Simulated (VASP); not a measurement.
# BN (P6_3/mmc) in VASP: settings compared, part 2 of 2

VASP 6.6.1. The steps go on from the part before.

### Step 3. Single point, PBE

This run uses another cell than the first one, of 8.97 Å³/atom, 1.028 times its volume.

INCAR

```
  PREC = Accurate
  ENCUT = 520
  EDIFF = 1E-7
  ISMEAR = 0
  SIGMA = 0.028999999999999998
  LREAL = False
  LASPH = True
  NELM = 100
  ALGO = Normal
  ISIF = 2
  LWAVE = False
  LCHARG = False
  GGA = PE
  NBANDS = 16
```

KPOINTS

```
Automatic mesh
0
Gamma
  12 12 4
```

POSCAR

```
BN
1.0
    2.4982400000      0.0000000000      0.0000000000
   -1.2491200000      2.1635393048      0.0000000000
    0.0000000000      0.0000000000      6.6357000000
N B
2 2
Direct
    0.6666666667      0.3333333333      0.2500000000
    0.3333333333      0.6666666667      0.7500000000
    0.6666666667      0.3333333333      0.7500000000
    0.3333333333      0.6666666667      0.2500000000
```

Potentials or basis: VASP PAW PBE potentials, release 64 (N, B).

Run with:

```console
$ cat potpaw_PBE.64/N/POTCAR potpaw_PBE.64/B/POTCAR > POTCAR
$ mpirun -np 1 vasp_std > vasp.out
```

OUTCAR:

```text
PREC = Accurate
   ENCUT = 520
   EDIFF = 1E-7
   ISMEAR = 0
   LREAL = False
   LASPH = True
   NELM = 100
   ISIF = 2
   GGA = PE

 ion  position               nearest neighbor table
   1  0.667  0.333  0.250-   4 1.44   4 1.44   4 1.44
   2  0.333  0.667  0.750-   3 1.44   3 1.44   3 1.44
   3  0.667  0.333  0.750-   2 1.44   2 1.44   2 1.44
   4  0.333  0.667  0.250-   1 1.44   1 1.44   1 1.44

  LATTYP: Found a hexagonal cell.
 ALAT       =     2.4982400000
 C/A-ratio  =     2.6561499296

  Lattice vectors:

 A1 = (   2.4982400000,   0.0000000000,   0.0000000000)
 A2 = (  -1.2491200000,   2.1635393048,   0.0000000000)
 A3 = (   0.0000000000,   0.0000000000,   6.6357000000)

Analysis of symmetry for initial positions (statically):
=====================================================================
 Subroutine PRICEL returns:
 Original cell was already a primitive cell.

 Routine SETGRP: Setting up the symmetry group for a
 hexagonal supercell.

 Subroutine GETGRP returns: Found 24 space group operations
 (whereof 12 operations were pure point group operations)
 out of a pool of 24 trial point group operations.

The static configuration has the point symmetry D_3d.
 The point group associated with its full space group is D_6h.

Analysis of symmetry for dynamics (positions and initial velocities):
=====================================================================
 Subroutine PRICEL returns:
 Original cell was already a primitive cell.

 Routine SETGRP: Setting up the symmetry group for a
 hexagonal supercell.

 Subroutine GETGRP returns: Found 24 space group operations
 (whereof 12 operations were pure point group operations)
 out of a pool of 24 trial point group operations.

The dynamic configuration has the point symmetry D_3d.
 The point group associated with its full space group is D_6h.

 Subroutine INISYM returns: Found 24 space group operations
 (whereof 12 operations are pure point group operations),
 and found     1 'primitive' translations

----------------------------------------------------------------------------------------

                                     Primitive cell

  volume of cell :      35.8662

  direct lattice vectors                    reciprocal lattice vectors
     2.498240000  0.000000000  0.000000000     0.400281798  0.231102804  0.000000000
    -1.249120000  2.163539305  0.000000000     0.000000000  0.462205608  0.000000000
     0.000000000  0.000000000  6.635700000     0.000000000  0.000000000  0.150700002

  length of vectors
     2.498240000  2.498240000  6.635700000     0.462205608  0.462205608  0.150700002

  position of ions in fractional coordinates (direct lattice)
     0.666666667  0.333333333  0.250000000
     0.333333333  0.666666667  0.750000000
     0.666666667  0.333333333  0.750000000
     0.333333333  0.666666667  0.250000000

  ion indices of the primitive-cell ions
   primitive index   ion index
                 1           1
                 2           2
                 3           3
                 4           4

----------------------------------------------------------------------------------------

 KPOINTS: Automatic mesh

Automatic generation of k-mesh.
[... 24 lines left out ...]
  0.083333 -0.000000  0.000000      6.000000
  0.166667  0.000000  0.000000      6.000000
  0.250000  0.000000  0.000000      6.000000
  0.333333  0.000000  0.000000      6.000000
  0.416667  0.000000  0.000000      6.000000
[... 16 lines left out ...]
  0.250000  0.000000  0.250000     12.000000
  0.333333  0.000000  0.250000     12.000000
 [... further k-points ...]
   k-points           NKPTS =     57   k-points in BZ     NKDIM =     57   number of bands    NBANDS=     16
   number of dos      NEDOS =    301   number of ions     NIONS =      4
   total plane-waves  NPLWV =  20000
   dimension x,y,z NGX =    20 NGY =   20 NGZ =   50
   dimension x,y,z NGXF=    40 NGYF=   40 NGZF=  100
   ions per type =               2   2
   NGX,Y,Z   is equivalent  to a cutoff of  13.31, 13.31, 12.53 a.u.
   NGXF,Y,Z  is equivalent  to a cutoff of  26.62, 26.62, 25.05 a.u.
 SYSTEM =  unknown system
   PREC   = accura    normal or accurate (medium, high low for compatibility)
   ISTART =      0    job   : 0-new  1-cont  2-samecut
   ICHARG =      2    charge: 1-file 2-atom 10-const
   ISPIN  =      1    spin polarized calculation?
   LNONCOLLINEAR =      F non collinear calculations
   LSORBIT =      F    spin-orbit coupling
   LASPH  =      T    aspherical Exc in radial PAW
   ENCUT  =  520.0 eV  38.22 Ry    6.18 a.u.   4.65  4.65 12.34*2*pi/ulx,y,z
   NELM   =    100;   NELMIN=  2; NELMDL= -5     # of ELM steps
   EDIFF  = 0.1E-06   stopping-criterion for ELM
   LREAL  =      F    real-space projection
   EDIFFG = 0.1E-05   stopping-criterion for IOM
   NSW    =      0    number of steps for IOM
   IBRION =     -1    ionic relax: 0-MD 1-quasi-New 2-CG
   NFREE  =      0    steps in history (QN), initial steepest desc. (CG)
   ISIF   =      2    stress and relaxation
   ISYM   =      2    0-nonsym 1-usesym 2-fastsym
   POTIM  = 0.5000    time-step for ionic-motion
   TEBEG  =    0.0;   TEEND  =   0.0 temperature during run
   PSTRESS=    0.0 pullay stress
   NELECT =      16.0000    total number of electrons
   NUPDOWN=      -1.0000    fix difference up-down
   EMIN   =  10.00;   EMAX   =-10.00  energy-range for DOS
   EFERMI =   0.00;   METHOD = LEGACY
   ISMEAR =     0;   SIGMA  =   0.03  broadening in eV -4-tet -1-fermi 0-gaus
   EFERMI_NEDOS =   21; number of points for ismear=-14 and -15
   IALGO  =     38    algorithm
   IMIX   =      4    mixing-type and parameters
     AMIX     =   0.40;   BMIX     =  1.00
     AMIX_MAG =   1.60;   BMIX_MAG =  1.00
  volume/ion in A,a.u.               =       8.97        60.51
  Fermi-wavevector in a.u.,A,eV,Ry     =   1.250891  2.363842 21.289433  1.564729
  Thomas-Fermi vector in A             =   2.384864
   LORBIT       =      0    0 simple, 1 ext, 2 COOP (PROOUT), +10 PAW based schemes
   GGA     = PE    functional components
   LHFCALC =     F    Hartree Fock is set to
   AEXX    =    0.0000 exact exchange contribution
   IVDW    =     0    specifies the selected vdW correction
   LEPSILON=     F    determine dielectric tensor
   LRPA    =     F    only Hartree local field effects (RPA)
 non-spin polarized calculation
 Gauss-broadening in eV      SIGMA  =   0.03
  energy-cutoff  :      520.00
  volume of cell :       35.87
 maximum number of plane-waves:       985
 NGX is ok and might be reduce to    20
   NGX =  9   NGY =  9   NGZ = 25

 number of electron      15.9999997 magnetization

 Free energy of the ion-electron system (eV)
  ---------------------------------------------------
  ext. energy  EPLUGINS =         0.00000000
  ---------------------------------------------------
  free energy    TOTEN  =       -35.14690963 eV

  energy without entropy =      -35.14690963  energy(sigma->0) =      -35.14690963

 E-fermi :   2.5246     XC(G=0): -10.0886

 val. band max:        2.3081880928   @ k =   0.3333   0.3333   0.5000
 cond. band min:       6.5951049630   @ k =   0.5000   0.0000   0.0000
 fundamental gap:      4.2869168701
 Fermi energy:         2.5246447699

 k-point     1 :       0.0000    0.0000    0.0000
  band No.  band energies     occupation
      1     -15.5316      2.00000
      2     -15.2363      2.00000
      3      -3.9420      2.00000
      4      -1.8138      2.00000
      5       0.9861      2.00000
      6       0.9861      2.00000
[... 433 lines left out ...]
      3      -4.5923      2.00000
      4      -4.5344      2.00000
      5      -1.2770      2.00000
      6      -1.2338      2.00000
[... 8 lines left out ...]
     15      19.1834      0.00000
     16      20.9897      0.00000

 [... further k-points ...]

------------------------ aborting loop because EDIFF is reached ----------------------------------------

  FORCE on cell =-STRESS in cart. coord.  units (eV):
  Direction    XX          YY          ZZ          XY          YZ          ZX
  --------------------------------------------------------------------------------------
  -------------------------------------------------------------------------------------
  Total        1.4092176      1.4092176      0.6365289      0.0000000      0.0000000      0.0000000
  in kB       62.9510480     62.9510480     28.4343295      0.0000000      0.0000000      0.0000000
  external PRESSURE =      51.4454752 kB  Pullay stress =       0.0000000 kB

 VOLUME and BASIS-vectors are now :
 -----------------------------------------------------------------------------
  energy-cutoff  :      520.00
  volume of cell :       35.87
      direct lattice vectors                 reciprocal lattice vectors
     2.498240000  0.000000000  0.000000000     0.400281798  0.231102804  0.000000000
    -1.249120000  2.163539305  0.000000000     0.000000000  0.462205608  0.000000000
     0.000000000  0.000000000  6.635700000     0.000000000  0.000000000  0.150700002

 POSITION                                       TOTAL-FORCE (eV/Angst)
 -----------------------------------------------------------------------------------
      1.24912      0.72118      1.65892        -0.000000     -0.000000      0.000000
     -0.00000      1.44236      4.97677         0.000000      0.000000      0.000000
      1.24912      0.72118      4.97677         0.000000     -0.000000      0.000000
     -0.00000      1.44236      1.65892        -0.000000     -0.000000      0.000000
 -----------------------------------------------------------------------------------
    total drift:                                0.000000     -0.000000      0.000000

  FREE ENERGIE OF THE ION-ELECTRON SYSTEM (eV)
  ---------------------------------------------------
  free  energy   TOTEN  =       -35.1469096277 eV

  energy  without entropy=      -35.1469096277  energy(sigma->0) =      -35.14690963
```

stdout:

```text
POSCAR found type information on POSCAR N B
 POSCAR found :  2 types and       4 ions
 scaLAPACK will be used
 LDA part: xc-table for (Slater+PW92), standard interpolation
 POSCAR, INCAR and KPOINTS ok, starting setup
 FFT: planning ... GRIDC
 FFT: planning ... GRID_SOFT
 FFT: planning ... GRID
 WAVECAR not read
 entering main loop
```

Run time: 14 s. Hardware: 1 thread of Intel Xeon 6975P-C (Granite Rapids), shared host; peak memory 0.16 GiB.

What came out:

| Item | Value |
| --- | --- |
| Free energy | -35.1469 eV |
| Pressure | 5.1 GPa |
| Band gap on the k mesh | 4.29 eV, indirect (least direct gap 4.66 eV) |

Stress tensor (GPa, compression positive):
```
6.30 0.00 0.00
0.00 6.30 0.00
0.00 0.00 2.84
```

Caveat: this functional lacks dispersion, which binds the layers, so the pressure and a relaxed spacing across them are unreliable. A k mesh can miss the band edges.

### Step 4. Single point, PBE

This run uses another cell than the first one, of 8.97 Å³/atom, 1.028 times its volume.

INCAR

```
SYSTEM = BN
PREC     = Accurate       ! precision mode
ENCUT    = 520            ! plane-wave cutoff, eV
EDIFF    = 1E-6           ! SCF threshold, eV
ISMEAR   = 0              ! smearing method
SIGMA    = 0.03           ! smearing width, eV
LREAL    = .False.        ! projectors in reciprocal space
LASPH    = .True.         ! aspherical terms in the spheres
NELM     = 60             ! most SCF steps
ALGO     = Normal         ! electronic algorithm
ISIF     = 2              ! what is computed and relaxed
LWAVE    = .False.        ! write WAVECAR
LCHARG   = .False.        ! write CHGCAR
GGA      = PE             ! functional
NBANDS   = 16             ! bands
```

KPOINTS

```
Automatic mesh
0
Gamma
  12 12 4
  0 0 0
```

POSCAR is that of step 3.

Run with:

```console
$ cat potpaw_PBE.64/N/POTCAR potpaw_PBE.64/B/POTCAR > POTCAR
$ mpirun -np 1 vasp_std > vasp.out
```

Run time: 12 s. Hardware: 1 thread of Intel Xeon 6975P-C (Granite Rapids), shared host; peak memory 0.15 GiB.

Results (log left out):

```
Free energy            : -35.1469 eV
Pressure               : 5.2 GPa
Band gap on the k mesh : 4.29 eV, indirect (least direct gap 4.66 eV)
```

Stress tensor (GPa, compression positive):
```
6.30 0.00 0.00
0.00 6.30 0.00
0.00 0.00 2.86
```

Levels at points of the mesh, in eV from the valence-band top:
```csv
k point,band 6,band 7,band 8,band 9,band 10,band 11
"(0.00, 0.00, 0.00)",-1.32,-1.29,-1.29,5.27,10.35,11.61
"(0.50, 0.00, 0.00)",-4.09,-1.45,-0.43,4.29,5.66,9.60
"(0.00, 0.00, 0.50)",-1.30,-1.30,-1.30,7.64,7.64,11.67
"(0.50, 0.00, 0.50)",-4.12,-0.92,-0.92,4.75,4.75,9.99
```

Caveat: this functional lacks dispersion, which binds the layers, so the pressure and a relaxed spacing across them are unreliable.

### Step 5. Summary

| level | cell | smearing | gap on the mesh (eV) | pressure (GPa) |
| --- | --- | --- | --- | --- |
| BLYP+D3(BJ) | a = 2.506, b = 2.506, c = 6.415 Å, angles 90.0, 90.0, 120.0°, 4 atoms | fermi-dirac 0.05 eV | 4.28 | -0.2 |
| PBE | a = 2.498, b = 2.498, c = 6.636 Å, angles 90.0, 90.0, 120.0°, 4 atoms | gaussian 0.029 eV | 4.29 | 5.1 |
| PBE | a = 2.498, b = 2.498, c = 6.636 Å, angles 90.0, 90.0, 120.0°, 4 atoms | gaussian 0.03 eV | 4.29 | 5.2 |

Alike in all rows: task single point; potentials or basis VASP PAW PBE potentials, release 64 (N, B); no spin polarisation; k mesh 12 × 12 × 4; cutoff (eV) 520.

Caveats: this functional lacks dispersion, which binds the layers, so the pressure and a relaxed spacing across them are unreliable (some runs); the PAW data sets were made with another functional, which shifts forces and pressure a little (some runs).

Absolute energies hang on the potentials; compare differences alone.
